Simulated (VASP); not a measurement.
# Li2ZnGeSe4 (I-42m) in VASP: further runs

Aim: see how the results for Li2ZnGeSe4 move with the level of theory and the settings. Levels: PBE, r2SCAN. Tasks: single point.

Everything below comes from runs of VASP 6.6.1. Logs are shortened: lines on timing, memory, paths and dates and some standing lists are left out, and cuts for length are marked.

### 1 The cell of the first run

It takes space group I-42m (No. 121, tetragonal). The conventional cell has a = 5.687 Å, b = 5.687 Å, c = 12.072 Å, α = 90.00°, β = 90.00°, γ = 90.00°. Within 3.4 Å of Li (site symmetry -4) lie 4 Se at 2.55 Å. Within 3.3 Å of Zn (site symmetry -42m) lie 4 Se at 2.53 Å. Within 3.2 Å of Ge (site symmetry -42m) lie 4 Se at 2.43 Å. Se (site symmetry m) has 1 Ge at 2.43 Å and 1 Zn at 2.53 Å and 2 Li at 2.55 Å within 3.2 Å.

### 2 Single point, PBE (24.40 Å³/atom)

Contents of INCAR:

```
SYSTEM = Li2ZnGeSe4
ALGO = Normal
EDIFF = 1E-6
ENCUT = 520
GGA = PE
ISIF = 2
ISMEAR = 0
LASPH = .True.
LCHARG = .False.
LREAL = .False.
LWAVE = .False.
NBANDS = 38
NELM = 80
PREC = Accurate
SIGMA = 0.01
```

Contents of KPOINTS:

```
k-points
0
Gamma
  6 6 6
  0 0 0
```

Contents of POSCAR:

```
Li2ZnGeSe4
1.0
   -2.8432693154      2.8432693154      6.0360031564
    2.8432693154     -2.8432693154      6.0360031564
    2.8432693154      2.8432693154     -6.0360031564
Li Zn Ge Se
2 1 1 4
Direct
    0.7500000000      0.2500000000      0.5000000000
    0.2500000000      0.7500000000      0.5000000000
    0.0000000000      0.0000000000      0.0000000000
    0.5000000000      0.5000000000      0.0000000000
    0.8624044664      0.8624044664      0.4837735353
    0.1375955336      0.6213690688      0.0000000000
    0.6213690688      0.1375955336      0.0000000000
    0.3786309312      0.3786309312      0.5162264647
```

Potentials or basis: VASP PAW PBE potentials, release 64 (Li_sv, Zn, Ge_d, Se).

Launch:

```
> cat potpaw_PBE.64/Li_sv/POTCAR potpaw_PBE.64/Zn/POTCAR potpaw_PBE.64/Ge_d/POTCAR potpaw_PBE.64/Se/POTCAR > POTCAR
> mpirun -np 1 vasp_std > vasp.out
```

OUTCAR:

```text
SYSTEM = Li2ZnGeSe4
   EDIFF = 1E-6
   ENCUT = 520
   GGA = PE
   ISIF = 2
   ISMEAR = 0
   LASPH = .True.
   LREAL = .False.
   NELM = 80
   PREC = Accurate

 ion  position               nearest neighbor table
   1  0.750  0.250  0.500-   8 2.55   6 2.55   7 2.55   5 2.55
   2  0.250  0.750  0.500-   8 2.55   7 2.55   6 2.55   5 2.55
   3  0.000  0.000  0.000-   5 2.53   7 2.53   6 2.53   8 2.53
   4  0.500  0.500  0.000-   5 2.43   6 2.43   7 2.43   8 2.43
   5  0.862  0.862  0.484-   4 2.43   3 2.53   2 2.55   1 2.55
   6  0.138  0.621  0.000-   4 2.43   3 2.53   2 2.55   1 2.55
   7  0.621  0.138  0.000-   4 2.43   3 2.53   1 2.55   2 2.55
   8  0.379  0.379  0.516-   4 2.43   3 2.53   1 2.55   2 2.55

  LATTYP: Found a body centered tetragonal cell.
 ALAT       =     5.6865386308
 C/A-ratio  =     2.1229094000

  Lattice vectors:

 A1 = (  -2.8432693154,   2.8432693154,   6.0360031564)
 A2 = (   2.8432693154,  -2.8432693154,   6.0360031564)
 A3 = (   2.8432693154,   2.8432693154,  -6.0360031564)

Analysis of symmetry for initial positions (statically):
=====================================================================
 Subroutine PRICEL returns:
 Original cell was already a primitive cell.

 Routine SETGRP: Setting up the symmetry group for a
 body centered tetragonal supercell.

 Subroutine GETGRP returns: Found  8 space group operations
 (whereof  8 operations were pure point group operations)
 out of a pool of 16 trial point group operations.

The static configuration has the point symmetry D_2d.

Analysis of symmetry for dynamics (positions and initial velocities):
=====================================================================
 Subroutine PRICEL returns:
 Original cell was already a primitive cell.

 Routine SETGRP: Setting up the symmetry group for a
 body centered tetragonal supercell.

 Subroutine GETGRP returns: Found  8 space group operations
 (whereof  8 operations were pure point group operations)
 out of a pool of 16 trial point group operations.

The dynamic configuration has the point symmetry D_2d.

 Subroutine INISYM returns: Found  8 space group operations
 (whereof  8 operations are pure point group operations),
 and found     1 'primitive' translations

----------------------------------------------------------------------------------------

                                     Primitive cell

  volume of cell :     195.1846

  direct lattice vectors                    reciprocal lattice vectors
    -2.843269315  2.843269315  6.036003156     0.000000000  0.175853901  0.082836272
     2.843269315 -2.843269315  6.036003156     0.175853901  0.000000000  0.082836272
     2.843269315  2.843269315 -6.036003156     0.175853901  0.175853901  0.000000000

  length of vectors
     7.252702593  7.252702593  7.252702593     0.194387351  0.194387351  0.248694971

  position of ions in fractional coordinates (direct lattice)
     0.750000000  0.250000000  0.500000000
     0.250000000  0.750000000  0.500000000
     0.000000000  0.000000000  0.000000000
     0.500000000  0.500000000  0.000000000
     0.862404466  0.862404466  0.483773535
     0.137595534  0.621369069  0.000000000
     0.621369069  0.137595534  0.000000000
     0.378630931  0.378630931  0.516226465

  ion indices of the primitive-cell ions
   primitive index   ion index
                 1           1
                 2           2
                 3           3
                 4           4
                 5           5
                 6           6
                 7           7
                 8           8

----------------------------------------------------------------------------------------

 KPOINTS: k-points

Automatic generation of k-mesh.
 Grid dimensions read from file:
 generate k-points for:    6    6    6

 Generating k-lattice:

  Cartesian coordinates                     Fractional coordinates (reciprocal lattice)
     0.000000000  0.029308983  0.013806045     0.166666667  0.000000000 -0.000000000
     0.029308983  0.000000000  0.013806045     0.000000000  0.166666667 -0.000000000
     0.029308983  0.029308983  0.000000000     0.000000000  0.000000000  0.166666667

  Length of vectors
     0.032397892  0.032397892  0.041449162

  Shift w.r.t. Gamma in fractional coordinates (k-lattice)
     0.000000000  0.000000000  0.000000000

 Subroutine IBZKPT returns following result:
 ===========================================

 Found     30 irreducible k-points:

 Following reciprocal coordinates:
            Coordinates               Weight
  0.000000  0.000000  0.000000      1.000000
  0.166667  0.000000  0.000000      8.000000
  0.333333  0.000000  0.000000      8.000000
  0.500000  0.000000  0.000000      4.000000
  0.166667  0.166667 -0.000000      8.000000
  0.333333  0.166667 -0.000000     16.000000
[... 16 lines left out ...]
 -0.333333 -0.333333  0.166667      8.000000
 -0.166667 -0.333333  0.166667      8.000000
 [... further k-points ...]
   k-points           NKPTS =     30   k-points in BZ     NKDIM =     30   number of bands    NBANDS=     38
   number of dos      NEDOS =    301   number of ions     NIONS =      8
   total plane-waves  NPLWV = 157464
   dimension x,y,z NGX =    54 NGY =   54 NGZ =   54
   dimension x,y,z NGXF=   108 NGYF=  108 NGZF=  108
   ions per type =               2   1   1   4
   NGX,Y,Z   is equivalent  to a cutoff of  12.38, 12.38, 12.38 a.u.
   NGXF,Y,Z  is equivalent  to a cutoff of  24.76, 24.76, 24.76 a.u.
 SYSTEM =  Li2ZnGeSe4
   PREC   = accura    normal or accurate (medium, high low for compatibility)
   ISTART =      0    job   : 0-new  1-cont  2-samecut
   ICHARG =      2    charge: 1-file 2-atom 10-const
   ISPIN  =      1    spin polarized calculation?
   LNONCOLLINEAR =      F non collinear calculations
   LSORBIT =      F    spin-orbit coupling
   LASPH  =      T    aspherical Exc in radial PAW
   ENCUT  =  520.0 eV  38.22 Ry    6.18 a.u.  13.49 13.49 13.49*2*pi/ulx,y,z
   NELM   =     80;   NELMIN=  2; NELMDL= -5     # of ELM steps
   EDIFF  = 0.1E-05   stopping-criterion for ELM
   LREAL  =      F    real-space projection
   EDIFFG = 0.1E-04   stopping-criterion for IOM
   NSW    =      0    number of steps for IOM
   IBRION =     -1    ionic relax: 0-MD 1-quasi-New 2-CG
   NFREE  =      0    steps in history (QN), initial steepest desc. (CG)
   ISIF   =      2    stress and relaxation
   ISYM   =      2    0-nonsym 1-usesym 2-fastsym
   POTIM  = 0.5000    time-step for ionic-motion
   TEBEG  =    0.0;   TEEND  =   0.0 temperature during run
   PSTRESS=    0.0 pullay stress
   NELECT =      56.0000    total number of electrons
   NUPDOWN=      -1.0000    fix difference up-down
   EMIN   =  10.00;   EMAX   =-10.00  energy-range for DOS
   EFERMI =   0.00;   METHOD = LEGACY
   ISMEAR =     0;   SIGMA  =   0.01  broadening in eV -4-tet -1-fermi 0-gaus
   EFERMI_NEDOS =   21; number of points for ismear=-14 and -15
   IALGO  =     38    algorithm
   IMIX   =      4    mixing-type and parameters
     AMIX     =   0.40;   BMIX     =  1.00
     AMIX_MAG =   1.60;   BMIX_MAG =  1.00
  volume/ion in A,a.u.               =      24.40       164.65
  Fermi-wavevector in a.u.,A,eV,Ry     =   1.079748  2.040428 15.862427  1.165855
  Thomas-Fermi vector in A             =   2.215721
   LORBIT       =      0    0 simple, 1 ext, 2 COOP (PROOUT), +10 PAW based schemes
   GGA     = PE    functional components
   LHFCALC =     F    Hartree Fock is set to
   AEXX    =    0.0000 exact exchange contribution
   IVDW    =     0    specifies the selected vdW correction
   LEPSILON=     F    determine dielectric tensor
   LRPA    =     F    only Hartree local field effects (RPA)
 non-spin polarized calculation
 Gauss-broadening in eV      SIGMA  =   0.01
  energy-cutoff  :      520.00
  volume of cell :      195.18
 maximum number of plane-waves:      5285
 NGX is ok and might be reduce to    54
   NGX = 27   NGY = 27   NGZ = 27

 number of electron      55.9999978 magnetization

 Free energy of the ion-electron system (eV)
  ---------------------------------------------------
  ext. energy  EPLUGINS =         0.00000000
  ---------------------------------------------------
  free energy    TOTEN  =       -29.59088514 eV

  energy without entropy =      -29.59088514  energy(sigma->0) =      -29.59088514

 E-fermi :   1.1540     XC(G=0):  -8.4371

 val. band max:        1.0858766282   @ k =   0.0000   0.0000   0.0000
 cond. band min:       2.1516006859   @ k =   0.0000   0.0000   0.0000
 fundamental gap:      1.0657240577
 Fermi energy:         1.1539760369

 k-point     1 :       0.0000    0.0000    0.0000
  band No.  band energies     occupation
      1     -43.5858      2.00000
      2     -43.5852      2.00000
      3     -23.5634      2.00000
      4     -23.5634      2.00000
      5     -23.5565      2.00000
      6     -23.5389      2.00000
[... 30 lines left out ...]
     37       7.0066      0.00000
     38       8.2608      0.00000

 k-point     2 :       0.1667    0.0000    0.0000
  band No.  band energies     occupation
      1     -43.5858      2.00000
      2     -43.5853      2.00000
      3     -23.5634      2.00000
      4     -23.5634      2.00000
      5     -23.5565      2.00000
      6     -23.5389      2.00000
[... 30 lines left out ...]
     37       7.2647      0.00000
     38       8.0115      0.00000

 k-point     3 :       0.3333    0.0000    0.0000
  band No.  band energies     occupation
      1     -43.5857      2.00000
      2     -43.5854      2.00000
      3     -23.5634      2.00000
      4     -23.5634      2.00000
      5     -23.5565      2.00000
      6     -23.5389      2.00000
[... 30 lines left out ...]
     37       8.0129      0.00000
[... 781 lines left out ...]
 k-point    23 :      -0.3333   -0.3333    0.1667
  band No.  band energies     occupation
      1     -43.5858      2.00000
      2     -43.5853      2.00000
      3     -23.5634      2.00000
      4     -23.5634      2.00000
      5     -23.5565      2.00000
      6     -23.5389      2.00000
[... 30 lines left out ...]
     37       7.9834      0.00000
     38       8.1492      0.00000

 k-point    24 :      -0.1667   -0.3333    0.1667
  band No.  band energies     occupation
      1     -43.5858      2.00000
      2     -43.5853      2.00000
      3     -23.5634      2.00000
      4     -23.5634      2.00000
      5     -23.5565      2.00000
      6     -23.5389      2.00000
[... 30 lines left out ...]
     37       7.7392      0.00000
     38       8.0640      0.00000

 [... further k-points ...]
[... 5 lines left out ...]
  --------------------------------------------------------------------------------------
  -------------------------------------------------------------------------------------
  Total       -1.4624959     -1.4624959     -1.5016099      0.0000000      0.0000000      0.0000000
  in kB      -12.0049343    -12.0049343    -12.3260024      0.0000000      0.0000000      0.0000000
  external PRESSURE =     -12.1119570 kB  Pullay stress =       0.0000000 kB

 VOLUME and BASIS-vectors are now :
 -----------------------------------------------------------------------------
  energy-cutoff  :      520.00
  volume of cell :      195.18
      direct lattice vectors                 reciprocal lattice vectors
    -2.843269315  2.843269315  6.036003156     0.000000000  0.175853901  0.082836272
     2.843269315 -2.843269315  6.036003156     0.175853901  0.000000000  0.082836272
     2.843269315  2.843269315 -6.036003156     0.175853901  0.175853901  0.000000000

 POSITION                                       TOTAL-FORCE (eV/Angst)
 -----------------------------------------------------------------------------------
      0.00000      2.84327      3.01800         0.000000     -0.000000      0.000000
      2.84327      0.00000      3.01800         0.000000     -0.000000      0.000000
      0.00000      0.00000      0.00000         0.000000     -0.000000      0.000000
      0.00000      0.00000      6.03600         0.000000     -0.000000      0.000000
      1.37550      1.37550      7.49089        -0.045334     -0.045334     -0.116476
      1.37550     -1.37550      4.58111        -0.045334      0.045334      0.116476
     -1.37550      1.37550      4.58111         0.045334     -0.045334      0.116476
      1.46777      1.46777      1.45489         0.045334      0.045334     -0.116476
 -----------------------------------------------------------------------------------
    total drift:                               -0.000008     -0.000008     -0.000010

  FREE ENERGIE OF THE ION-ELECTRON SYSTEM (eV)
  ---------------------------------------------------
  free  energy   TOTEN  =       -29.5908851415 eV

  energy  without entropy=      -29.5908851415  energy(sigma->0) =      -29.59088514
```

Run time: 3.1 min. Hardware: 1 thread of Intel Xeon 6975P-C (Granite Rapids), shared host; peak memory 0.55 GiB.

What came out:

```yaml
Free_energy: -29.5909 eV
Largest_force: 0.133 eV/Å
Band_gap_on_the_k_mesh: 1.07 eV
```

Forces in eV/Å, atoms in the order of the input:
```
Li   0.000  0.000  0.000
Li   0.000  0.000  0.000
Zn   0.000  0.000  0.000
Ge   0.000  0.000  0.000
Se  -0.045 -0.045 -0.116
Se  -0.045  0.045  0.116
Se   0.045 -0.045  0.116
Se   0.045  0.045 -0.116
```

Levels at points of the mesh, in eV from the valence-band top:
```csv
k point,band 24,band 25,band 26,band 27,band 28,band 29,band 30,band 31,band 32,band 33
"(0.00, 0.00, 0.00)",-1.40,-1.40,-0.30,0.00,0.00,1.07,2.73,3.96,4.53,4.53
"(0.50, 0.00, 0.00)",-1.22,-1.01,-0.99,-0.67,-0.62,2.38,3.94,4.22,4.46,5.24
"(0.50, 0.50, 0.00)",-1.14,-0.92,-0.51,-0.21,-0.02,1.18,2.83,4.50,4.82,5.16
"(0.50, 0.50, 0.50)",-1.16,-1.14,-1.14,-0.44,-0.44,1.77,3.09,3.11,3.11,3.28
```

Caveat: the cutoff is under 1.25 times the usual one of these potentials, so pressure, stress and relaxed cells hold a basis-set (Pulay) error. A k mesh can miss the band edges.

(Continued in part 2 of 2.)
